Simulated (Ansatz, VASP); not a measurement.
# One calculation of Pb, two programs

INCAR

```
PREC     = Accurate       # precision mode
ENCUT    = 520            # plane-wave cutoff, eV
EDIFF    = 1E-6           # SCF threshold, eV
ISMEAR   = 0              # smearing method
SIGMA    = 0.15           # smearing width, eV
LREAL    = False          # projectors in reciprocal space
LASPH    = True           # aspherical terms in the spheres
NELM     = 60             # most SCF steps
ALGO     = Normal         # electronic algorithm
ISIF     = 2              # what is computed and relaxed
LWAVE    = False          # write WAVECAR
LCHARG   = False          # write CHGCAR
GGA      = PS             # functional
NBANDS   = 13             # bands
```

File KPOINTS:

```
regular mesh
0
Gamma
  16 16 16
```

The input POSCAR:

```
Pb
1.0
    0.0000000000      2.6673840000      2.6673840000
    2.6673840000      0.0000000000      2.6673840000
    2.6673840000      2.6673840000      0.0000000000
Pb
1
Direct
    0.0000000000      0.0000000000      0.0000000000
```

Input for Ansatz:

```yaml
crystal:
  lattice:
    - [0.0, 2.667384, 2.667384]
    - [2.667384, 0.0, 2.667384]
    - [2.667384, 2.667384, 0.0]
  atoms:
    - { symbol: Pb, position: [0.0, 0.0, 0.0] }
basis:
  ecutwfc: 420
kpoints:
  mp_grid: { grid: [16, 16, 16] }
hamiltonian:
  xc: pbesol
scf:
  occupations: { method: gaussian, width: 0.15 }
output:
  forces: true
  stress: true
  eigenvalues: true
```

Change from the starting cell: strain +0.080 along x and y, +0.080 along z, atoms carried along.

Alike in both runs: task single point; functional PBEsol; k mesh 16 × 16 × 16; occupations gaussian, width 0.15 eV; no spin polarisation.

|  | VASP | Ansatz |
| --- | --- | --- |
| version | VASP 6.6.1 | Ansatz 0.2.0 |
| potentials or method | VASP PAW PBE potentials, release 64 (Pb_d), cutoff 520 eV | scalar-relativistic, plane waves, PAW |
| valence electrons in the cell | 14 | 14 |

```csv
,VASP,Ansatz,Ansatz less VASP
gap on the k mesh at the Fermi level (eV),none,none,-
pressure (GPa),-6.4,-6.3,+0.06
```

VASP's potentials were made for PBE, not for PBEsol. A gap of «none» marks a metal or a gap that the smearing closes. With one functional, cell and mesh, what is left measures potentials, basis and numerics.

Spin-orbit coupling is off throughout.
